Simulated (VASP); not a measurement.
GaN:

```xyz
2
Lattice="0.0000 2.2490 2.2490 2.2296 0.0000 2.2490 2.2296 2.2490 0.0000" Properties=species:S:1:pos:R:3 pbc="T T T"
Ga    0.0000    0.0000    0.0000
N     3.3444    3.3734    3.3734
```

This cell differs from its parent crystal: uniaxial x strain -0.9%.

Base run:

```yaml
Program: VASP 6.6.1
Functional: PBE
Potentials_or_basis: VASP PAW PBE potentials, release 64 (Ga_d, N)
Cutoff: 520 eV
k_mesh: 10 × 10 × 10
Occupations: fermi-dirac, width 0.02 eV
Spin: no spin polarisation
```

Its results: band gap on the k mesh 1.79 eV, direct; pressure 8.0 GPa.

The run is repeated on the same cell with these changes: functional from PBE to r2SCAN; occupations from fermi-dirac, width 0.02 eV to gaussian, width 0.01 eV. What comes out?

Band gap on the k mesh 2.19 eV, direct; pressure 2.9 GPa.

Caveats: the PAW data sets were made with another functional, which shifts forces and pressure a little (some runs).

